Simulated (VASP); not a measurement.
# SrO (Pm-3m) in VASP: a series of runs, part 2 of 2

VASP 6.6.1. The steps go on from the part before.

## (4) Single point, LDA

This run uses another cell than the first one, of 14.94 Å³/atom, 0.971 times its volume.

The input, INCAR:

```
  PREC = Accurate
  ENCUT = 520
  EDIFF = 1E-7
  ISMEAR = 0
  SIGMA = 0.01
  LREAL = F
  LASPH = T
  NELM = 100
  ALGO = Normal
  ISIF = 2
  LWAVE = F
  LCHARG = T
  LELF = T
  LVHAR = T
  NBANDS = 15
```

The input, KPOINTS:

```
regular mesh
0
Gamma
  8 8 8
```

The input, POSCAR:

```
SrO
1.0
    3.1028650670      0.0000000000      0.0000000000
    0.0000000000      3.1028650670      0.0000000000
    0.0000000000      0.0000000000      3.1028650670
Sr O
1 1
Direct
    0.0000000000      0.0000000000      0.0000000000
    0.5000000000      0.5000000000      0.5000000000
```

Potentials or basis: VASP PAW LDA potentials, release 64 (Sr_sv, O).

Launch:

```
> cat potpaw_LDA.64/Sr_sv/POTCAR potpaw_LDA.64/O/POTCAR > POTCAR
> mpirun -np 1 vasp_std > vasp.out
```

OUTCAR:

```text
PREC = Accurate
   ENCUT = 520
   EDIFF = 1E-7
   ISMEAR = 0
   LREAL = F
   LASPH = T
   NELM = 100
   ISIF = 2

 ion  position               nearest neighbor table
   1  0.000  0.000  0.000-   2 2.69   2 2.69   2 2.69   2 2.69   2 2.69   2 2.69   2 2.69   2 2.69

   2  0.500  0.500  0.500-   1 2.69   1 2.69   1 2.69   1 2.69   1 2.69   1 2.69   1 2.69   1 2.69

  LATTYP: Found a simple cubic cell.
 ALAT       =     3.1028650670

  Lattice vectors:

 A1 = (   3.1028650670,   0.0000000000,   0.0000000000)
 A2 = (   0.0000000000,   3.1028650670,   0.0000000000)
 A3 = (   0.0000000000,   0.0000000000,   3.1028650670)

Analysis of symmetry for initial positions (statically):
=====================================================================
 Subroutine PRICEL returns:
 Original cell was already a primitive cell.

 Routine SETGRP: Setting up the symmetry group for a
 simple cubic supercell.

 Subroutine GETGRP returns: Found 48 space group operations
 (whereof 48 operations were pure point group operations)
 out of a pool of 48 trial point group operations.

The static configuration has the point symmetry O_h .

Analysis of symmetry for dynamics (positions and initial velocities):
=====================================================================
 Subroutine PRICEL returns:
 Original cell was already a primitive cell.

 Routine SETGRP: Setting up the symmetry group for a
 simple cubic supercell.

 Subroutine GETGRP returns: Found 48 space group operations
 (whereof 48 operations were pure point group operations)
 out of a pool of 48 trial point group operations.

The dynamic configuration has the point symmetry O_h .

 Subroutine INISYM returns: Found 48 space group operations
 (whereof 48 operations are pure point group operations),
 and found     1 'primitive' translations

----------------------------------------------------------------------------------------

                                     Primitive cell

[... 114 lines left out ...]
   LORBIT       =      0    0 simple, 1 ext, 2 COOP (PROOUT), +10 PAW based schemes
   GGA     = CA    functional components
   LHFCALC =     F    Hartree Fock is set to
   AEXX    =    0.0000 exact exchange contribution
   IVDW    =     0    specifies the selected vdW correction
   LEPSILON=     F    determine dielectric tensor
   LRPA    =     F    only Hartree local field effects (RPA)
 non-spin polarized calculation
 Gauss-broadening in eV      SIGMA  =   0.01
  energy-cutoff  :      520.00
  volume of cell :       29.87
 maximum number of plane-waves:       840
 NGX is ok and might be reduce to    24
   NGX = 11   NGY = 11   NGZ = 11

 number of electron      16.0000006 magnetization

 Free energy of the ion-electron system (eV)
  ---------------------------------------------------
  ext. energy  EPLUGINS =         0.00000000
  ---------------------------------------------------
  free energy    TOTEN  =       -12.65993912 eV

  energy without entropy =      -12.65993912  energy(sigma->0) =      -12.65993912

 E-fermi :   2.9220     XC(G=0): -11.2986

 val. band max:        2.8369678188   @ k =   0.5000   0.5000   0.0000
 cond. band min:       5.4353172763   @ k =   0.0000   0.0000   0.0000
 fundamental gap:      2.5983494575
 Fermi energy:         2.9219942895

 k-point     1 :       0.0000    0.0000    0.0000
  band No.  band energies     occupation
      1     -30.7391      2.00000
      2     -12.5385      2.00000
      3     -12.0017      2.00000
      4     -12.0017      2.00000
      5     -12.0017      2.00000
      6       2.7786      2.00000
      7       2.7786      2.00000
      8       2.7786      2.00000
      9       5.4353      0.00000
     10       5.4353      0.00000
     11       7.3805      0.00000
     12      13.4509      0.00000
     13      13.4509      0.00000
     14      13.4509      0.00000
[... 401 lines left out ...]
      2     -13.7424      2.00000
      3     -13.2295      2.00000
      4     -11.8966      2.00000
      5     -11.8204      2.00000
      6       1.1719      2.00000
      7       1.3045      2.00000
      8       2.3206      2.00000
      9       7.7932      0.00000
     10       8.3027      0.00000
     11      10.7256      0.00000
     12      10.7259      0.00000
     13      13.6154      0.00000
     14      16.5558      0.00000
     15      17.9449      0.00000

 [... further k-points ...]
[... 5 lines left out ...]
  --------------------------------------------------------------------------------------
  -------------------------------------------------------------------------------------
  Total       -0.9609997     -0.9609997     -0.9609997      0.0000000     -0.0000000     -0.0000000
  in kB      -51.5400870    -51.5400870    -51.5400870      0.0000000     -0.0000000     -0.0000000
  external PRESSURE =     -51.5400870 kB  Pullay stress =       0.0000000 kB

 VOLUME and BASIS-vectors are now :
 -----------------------------------------------------------------------------
  energy-cutoff  :      520.00
  volume of cell :       29.87
      direct lattice vectors                 reciprocal lattice vectors
     3.102865067  0.000000000  0.000000000     0.322282787  0.000000000  0.000000000
     0.000000000  3.102865067  0.000000000     0.000000000  0.322282787  0.000000000
     0.000000000  0.000000000  3.102865067     0.000000000  0.000000000  0.322282787

 POSITION                                       TOTAL-FORCE (eV/Angst)
 -----------------------------------------------------------------------------------
      0.00000      0.00000      0.00000         0.000000      0.000000      0.000000
      1.55143      1.55143      1.55143         0.000000      0.000000      0.000000
 -----------------------------------------------------------------------------------
    total drift:                                0.000000      0.000000     -0.000000

  FREE ENERGIE OF THE ION-ELECTRON SYSTEM (eV)
  ---------------------------------------------------
  free  energy   TOTEN  =       -12.6599391241 eV

  energy  without entropy=      -12.6599391241  energy(sigma->0) =      -12.65993912
```

Run time: 17 s. Hardware: 1 thread of Intel Xeon 8259CL, shared host; peak memory 0.14 GiB.

What came out:

| Item | Value |
| --- | --- |
| Free energy | -12.6599 eV |
| Pressure | -5.2 GPa |
| Band gap on the k mesh | 2.60 eV, indirect (least direct gap 2.66 eV) |

Levels at points of the mesh, in eV from the valence-band top:
```csv
k point,band 6,band 7,band 8,band 9,band 10,band 11
"(0.00, 0.00, 0.00)",-0.06,-0.06,-0.06,2.60,2.60,4.54
"(0.50, 0.00, 0.00)",-3.05,-0.67,-0.67,3.76,7.29,9.35
"(0.50, 0.50, 0.00)",-1.22,-1.22,0.00,4.01,4.53,7.54
"(0.50, 0.50, 0.50)",-3.02,-3.02,-3.02,8.29,8.29,8.29
```

A k mesh can miss the band edges.

## (5) Single point, r2SCAN

This run uses another cell than the first one, of 14.94 Å³/atom, 0.971 times its volume.

POSCAR is that of step 4.

The input, INCAR.step1:

```
SYSTEM = SrO
PREC = Accurate
ENCUT = 520
ISMEAR = -1
SIGMA = 0.02
LREAL = .False.
LASPH = .True.
NELM = 100
NBANDS = 15
GGA = PE
ALGO = Normal
EDIFF = 1E-4
LWAVE = .True.
LCHARG = .False.
```

The input, INCAR.step2:

```
SYSTEM = SrO
PREC = Accurate
ENCUT = 520
EDIFF = 1E-6
ISMEAR = -1
SIGMA = 0.02
LREAL = .False.
LASPH = .True.
NELM = 100
ALGO = Normal
ISIF = 2
LWAVE = .False.
LCHARG = .True.
METAGGA = R2SCAN
LMIXTAU = .True.
LELF = .True.
LVHAR = .True.
NBANDS = 15
ISTART = 1
```

The input, KPOINTS:

```
Automatic mesh
0
Gamma
  8 8 8
  0 0 0
```

Potentials or basis: VASP PAW PBE potentials, release 64 (Sr_sv, O).

Launch:

```
> cat potpaw_PBE.64/Sr_sv/POTCAR potpaw_PBE.64/O/POTCAR > POTCAR
> cp INCAR.step1 INCAR
> mpirun -np 1 vasp_std > vasp.out
> cp INCAR.step2 INCAR
> mpirun -np 1 vasp_std > vasp.out
```

Run time: 77 s. Hardware: 1 thread of Intel Xeon 8259CL, shared host; peak memory 0.15 GiB.

The run converged. Its results:

| Property | Result |
| --- | --- |
| Free energy | -26.2870 eV |
| Pressure | 0.8 GPa |
| Band gap on the k mesh | 3.24 eV, indirect (least direct gap 3.30 eV) |

Levels at points of the mesh, in eV from the valence-band top:
```tsv
k point	band 6	band 7	band 8	band 9	band 10	band 11
(0.00, 0.00, 0.00)	-0.06	-0.06	-0.06	3.24	3.24	5.63
(0.50, 0.00, 0.00)	-2.92	-0.66	-0.66	4.39	8.08	10.01
(0.50, 0.50, 0.00)	-1.24	-1.24	0.00	4.79	5.18	8.18
(0.50, 0.50, 0.50)	-2.97	-2.97	-2.97	9.01	9.01	9.01
```

Caveat: the PAW data sets were made with another functional, which shifts forces and pressure a little. A k mesh can miss the band edges.

## (6) The runs side by side

| level | potentials or basis | cell | smearing | gap on the mesh (eV) | pressure (GPa) |
| --- | --- | --- | --- | --- | --- |
| PBE | VASP PAW PBE potentials, release 64 (Sr_sv, O) | a = 3.134 Å, 2 atoms | fermi-dirac 0.02 eV | 2.75 | 0.7 |
| PBE | VASP PAW PBE potentials, release 64 (Sr_sv, O) | a = 3.103 Å, 2 atoms | fermi-dirac 0.02 eV | 2.75 | 3.6 |
| LDA | VASP PAW LDA potentials, release 64 (Sr_sv, O) | a = 3.103 Å, 2 atoms | gaussian 0.01 eV | 2.60 | -5.2 |
| r2SCAN | VASP PAW PBE potentials, release 64 (Sr_sv, O) | a = 3.103 Å, 2 atoms | fermi-dirac 0.02 eV | 3.24 | 0.8 |

Alike in all rows: task single point; no spin polarisation; k mesh 8 × 8 × 8; cutoff (eV) 520.

Caveats: the PAW data sets were made with another functional, which shifts forces and pressure a little (some runs).

Absolute energies hang on the potentials; compare differences alone.
